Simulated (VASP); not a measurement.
# Hg (Fm-3m) in VASP: single point with PBE

Aim: the single point of Hg with PBE.

All numbers are computed with VASP 6.6.1; they aren't measurements. Logs are shortened: lines on timing, memory, paths and dates and some standing lists are left out, and cuts for length are marked.

## Step 1: The cell of the first run

The structure is cubic, space group Fm-3m (No. 225). Conventional cell: a = 4.981 Å, b = 4.981 Å, c = 4.981 Å, α = 90.00°, β = 90.00°, γ = 90.00°. Within 4.6 Å of Hg (site symmetry m-3m) lie 12 Hg at 3.52 Å.

## Step 2: Single point, PBE

INCAR reads:

```
ALGO = Normal ; EDIFF = 1E-6
ENCUT = 520 ; GGA = PE
ISIF = 2 ; ISMEAR = -1
LASPH = True ; LCHARG = True
LELF = True ; LREAL = False
LVHAR = True ; LWAVE = False
NBANDS = 12 ; NELM = 80
PREC = Accurate ; SIGMA = 0.13605693000000002
```

KPOINTS reads:

```
k-points
0
Gamma
  11 11 11
```

POSCAR reads:

```
Hg
1.0
    0.0000000000      2.4905778673      2.4905778673
    2.4905778673      0.0000000000      2.4905778673
    2.4905778673      2.4905778673      0.0000000000
Hg
1
Direct
    0.0000000000      0.0000000000      0.0000000000
```

Potentials or basis: VASP PAW PBE potentials, release 64 (Hg).

Launch:

```sh
$ cat potpaw_PBE.64/Hg/POTCAR > POTCAR
$ mpirun -np 1 vasp_std > vasp.out
```

OUTCAR:

```text
EDIFF = 1E-6
   ENCUT = 520
   GGA = PE
   ISIF = 2
   ISMEAR = -1
   LASPH = True
   LREAL = False
   NELM = 80
   PREC = Accurate

 ion  position               nearest neighbor table
   1  0.000  0.000  0.000-

  LATTYP: Found a face centered cubic cell.
 ALAT       =     4.9811557346

  Lattice vectors:

 A1 = (   0.0000000000,   2.4905778673,   2.4905778673)
 A2 = (   2.4905778673,   0.0000000000,   2.4905778673)
 A3 = (   2.4905778673,   2.4905778673,   0.0000000000)

Analysis of symmetry for initial positions (statically):
=====================================================================
 Subroutine PRICEL returns:
 Original cell was already a primitive cell.

 Routine SETGRP: Setting up the symmetry group for a
 face centered cubic supercell.

 Subroutine GETGRP returns: Found 48 space group operations
 (whereof 48 operations were pure point group operations)
 out of a pool of 48 trial point group operations.

The static configuration has the point symmetry O_h .

Analysis of symmetry for dynamics (positions and initial velocities):
=====================================================================
 Subroutine PRICEL returns:
 Original cell was already a primitive cell.

 Routine SETGRP: Setting up the symmetry group for a
 face centered cubic supercell.

 Subroutine GETGRP returns: Found 48 space group operations
 (whereof 48 operations were pure point group operations)
 out of a pool of 48 trial point group operations.

The dynamic configuration has the point symmetry O_h .

 Subroutine INISYM returns: Found 48 space group operations
 (whereof 48 operations are pure point group operations),
 and found     1 'primitive' translations

----------------------------------------------------------------------------------------

                                     Primitive cell

  volume of cell :      30.8980

  direct lattice vectors                    reciprocal lattice vectors
     0.000000000  2.490577867  2.490577867    -0.200756622  0.200756622  0.200756622
     2.490577867  0.000000000  2.490577867     0.200756622 -0.200756622  0.200756622
     2.490577867  2.490577867  0.000000000     0.200756622  0.200756622 -0.200756622

  length of vectors
     3.522208998  3.522208998  3.522208998     0.347720670  0.347720670  0.347720670

  position of ions in fractional coordinates (direct lattice)
     0.000000000  0.000000000  0.000000000

  ion indices of the primitive-cell ions
   primitive index   ion index
                 1           1

----------------------------------------------------------------------------------------

 KPOINTS: k-points

Automatic generation of k-mesh.
 Grid dimensions read from file:
 generate k-points for:   11   11   11

 Generating k-lattice:

  Cartesian coordinates                     Fractional coordinates (reciprocal lattice)
    -0.018250602  0.018250602  0.018250602     0.090909091  0.000000000  0.000000000
     0.018250602 -0.018250602  0.018250602     0.000000000  0.090909091  0.000000000
     0.018250602  0.018250602 -0.018250602     0.000000000  0.000000000  0.090909091

  Length of vectors
     0.031610970  0.031610970  0.031610970

  Shift w.r.t. Gamma in fractional coordinates (k-lattice)
     0.000000000  0.000000000  0.000000000

 Subroutine IBZKPT returns following result:
 ===========================================

 Found     56 irreducible k-points:

 Following reciprocal coordinates:
            Coordinates               Weight
  0.000000  0.000000  0.000000      1.000000
  0.090909  0.000000  0.000000      8.000000
  0.181818  0.000000  0.000000      8.000000
  0.272727  0.000000  0.000000      8.000000
  0.363636  0.000000  0.000000      8.000000
  0.454545  0.000000  0.000000      8.000000
[... 16 lines left out ...]
 -0.272727  0.181818  0.000000     24.000000
 -0.181818  0.181818  0.000000     12.000000
 [... further k-points ...]
   k-points           NKPTS =     56   k-points in BZ     NKDIM =     56   number of bands    NBANDS=     12
   number of dos      NEDOS =    301   number of ions     NIONS =      1
   total plane-waves  NPLWV =  21952
   dimension x,y,z NGX =    28 NGY =   28 NGZ =   28
   dimension x,y,z NGXF=    56 NGYF=   56 NGZF=   56
   ions per type =               1
   NGX,Y,Z   is equivalent  to a cutoff of  13.22, 13.22, 13.22 a.u.
   NGXF,Y,Z  is equivalent  to a cutoff of  26.43, 26.43, 26.43 a.u.
 SYSTEM =  unknown system
   PREC   = accura    normal or accurate (medium, high low for compatibility)
   ISTART =      0    job   : 0-new  1-cont  2-samecut
   ICHARG =      2    charge: 1-file 2-atom 10-const
   ISPIN  =      1    spin polarized calculation?
   LNONCOLLINEAR =      F non collinear calculations
   LSORBIT =      F    spin-orbit coupling
   LASPH  =      T    aspherical Exc in radial PAW
   ENCUT  =  520.0 eV  38.22 Ry    6.18 a.u.   6.55  6.55  6.55*2*pi/ulx,y,z
   NELM   =     80;   NELMIN=  2; NELMDL= -5     # of ELM steps
   EDIFF  = 0.1E-05   stopping-criterion for ELM
   LREAL  =      F    real-space projection
   EDIFFG = 0.1E-04   stopping-criterion for IOM
   NSW    =      0    number of steps for IOM
   IBRION =     -1    ionic relax: 0-MD 1-quasi-New 2-CG
   NFREE  =      0    steps in history (QN), initial steepest desc. (CG)
   ISIF   =      2    stress and relaxation
   ISYM   =      2    0-nonsym 1-usesym 2-fastsym
   POTIM  = 0.5000    time-step for ionic-motion
   TEBEG  =    0.0;   TEEND  =   0.0 temperature during run
   PSTRESS=    0.0 pullay stress
   NELECT =      12.0000    total number of electrons
   NUPDOWN=      -1.0000    fix difference up-down
   EMIN   =  10.00;   EMAX   =-10.00  energy-range for DOS
   EFERMI =   0.00;   METHOD = LEGACY
   ISMEAR =    -1;   SIGMA  =   0.14  broadening in eV -4-tet -1-fermi 0-gaus
   EFERMI_NEDOS =   21; number of points for ismear=-14 and -15
   IALGO  =     38    algorithm
   IMIX   =      4    mixing-type and parameters
     AMIX     =   0.40;   BMIX     =  1.00
     AMIX_MAG =   1.60;   BMIX_MAG =  1.00
  volume/ion in A,a.u.               =      30.90       208.51
  Fermi-wavevector in a.u.,A,eV,Ry     =   1.194424  2.257134 19.410728  1.426648
  Thomas-Fermi vector in A             =   2.330414
   LORBIT       =      0    0 simple, 1 ext, 2 COOP (PROOUT), +10 PAW based schemes
   GGA     = PE    functional components
   LHFCALC =     F    Hartree Fock is set to
   AEXX    =    0.0000 exact exchange contribution
   IVDW    =     0    specifies the selected vdW correction
   LEPSILON=     F    determine dielectric tensor
   LRPA    =     F    only Hartree local field effects (RPA)
 non-spin polarized calculation
  energy-cutoff  :      520.00
  volume of cell :       30.90
 maximum number of plane-waves:       869
 NGX is ok and might be reduce to    28
   NGX = 13   NGY = 13   NGZ = 13

 number of electron      11.9999999 magnetization

 Free energy of the ion-electron system (eV)
  ---------------------------------------------------
  ext. energy  EPLUGINS =         0.00000000
  ---------------------------------------------------
  free energy    TOTEN  =        -0.17680667 eV

  energy without entropy =       -0.16632766  energy(sigma->0) =       -0.17156717

 E-fermi :   0.5975     XC(G=0):  -9.4083

 val. band max:        0.4146198651   @ k =  -0.4545   0.4545   0.0000
 cond. band min:       0.6701549810   @ k =  -0.4545   0.0909   0.0000
 fundamental gap:      0.2555351159
 Fermi energy:         0.5975390903

 k-point     1 :       0.0000    0.0000    0.0000
  band No.  band energies     occupation
      1      -6.1906      2.00000
      2      -5.3839      2.00000
      3      -5.3839      2.00000
      4      -5.3839      2.00000
      5      -5.0268      2.00000
      6      -5.0268      2.00000
      7      13.2610      0.00000
      8      13.2610      0.00000
      9      13.2610      0.00000
     10      13.8524      0.00000
     11      16.9628      0.00000
     12      17.8834      0.00000

 k-point     2 :       0.0909    0.0000    0.0000
  band No.  band energies     occupation
      1      -6.0281      2.00000
      2      -5.3887      2.00000
      3      -5.3570      2.00000
      4      -5.3570      2.00000
      5      -5.0318      2.00000
      6      -5.0318      2.00000
      7      11.4246      0.00000
      8      13.0862      0.00000
      9      13.0862      0.00000
     10      13.8117      0.00000
     11      17.2925      0.00000
     12      18.1918      0.00000

 k-point     3 :       0.1818    0.0000    0.0000
  band No.  band energies     occupation
      1      -5.7282      2.00000
      2      -5.3097      2.00000
      3      -5.3097      2.00000
      4      -5.2065      2.00000
      5      -5.0182      2.00000
      6      -5.0182      2.00000
      7       8.5150      0.00000
      8      12.6483      0.00000
      9      12.6483      0.00000
     10      13.7691      0.00000
     11      16.8673      0.00000
     12      17.9776      0.00000
[... 286 lines left out ...]
 k-point    23 :      -0.2727    0.1818    0.0000
  band No.  band energies     occupation
      1      -5.5520      2.00000
      2      -5.3950      2.00000
      3      -5.1895      2.00000
      4      -5.0285      2.00000
      5      -4.9885      2.00000
      6      -2.9337      2.00000
      7       4.4116      0.00000
      8       7.2211      0.00000
      9      11.7274      0.00000
     10      13.3026      0.00000
     11      16.7145      0.00000
     12      17.6884      0.00000

 k-point    24 :      -0.1818    0.1818    0.0000
  band No.  band energies     occupation
      1      -5.4567      2.00000
      2      -5.4389      2.00000
      3      -5.1521      2.00000
      4      -5.1360      2.00000
      5      -5.1057      2.00000
      6      -3.9868      2.00000
      7       6.5248      0.00000
      8       7.9595      0.00000
      9      12.8890      0.00000
     10      14.2250      0.00000
     11      15.8392      0.00000
     12      17.2176      0.00000

 [... further k-points ...]
[... 5 lines left out ...]
  --------------------------------------------------------------------------------------
  -------------------------------------------------------------------------------------
  Total        0.0117924      0.0117924      0.0117924     -0.0000000     -0.0000000     -0.0000000
  in kB        0.6114802      0.6114802      0.6114802     -0.0000000     -0.0000000     -0.0000000
  external PRESSURE =       0.6114802 kB  Pullay stress =       0.0000000 kB

 VOLUME and BASIS-vectors are now :
 -----------------------------------------------------------------------------
  energy-cutoff  :      520.00
  volume of cell :       30.90
      direct lattice vectors                 reciprocal lattice vectors
     0.000000000  2.490577867  2.490577867    -0.200756622  0.200756622  0.200756622
     2.490577867  0.000000000  2.490577867     0.200756622 -0.200756622  0.200756622
     2.490577867  2.490577867  0.000000000     0.200756622  0.200756622 -0.200756622

 POSITION                                       TOTAL-FORCE (eV/Angst)
 -----------------------------------------------------------------------------------
      0.00000      0.00000      0.00000         0.000000      0.000000      0.000000
 -----------------------------------------------------------------------------------
    total drift:                               -0.000000     -0.000000     -0.000000

  FREE ENERGIE OF THE ION-ELECTRON SYSTEM (eV)
  ---------------------------------------------------
  free  energy   TOTEN  =        -0.1768066725 eV

  energy  without entropy=       -0.1663276596  energy(sigma->0) =       -0.17156717
```

It took 33 s on 1 thread of Intel Xeon 8259CL, shared host; peak memory 0.17 GiB.

What came out:

| Item | Value |
| --- | --- |
| Free energy | -0.1768 eV |
| Pressure | 0.1 GPa |

Levels at points of the mesh, in eV from the Fermi level:
| k point | band 3 | band 4 | band 5 | band 6 | band 7 | band 8 | band 9 | band 10 |
| --- | --- | --- | --- | --- | --- | --- | --- | --- |
| (0.00, 0.00, 0.00) | -5.98 | -5.98 | -5.62 | -5.62 | 12.66 | 12.66 | 12.66 | 13.25 |

Caveat: spin-orbit coupling is left out, which moves the levels of the heavy elements.
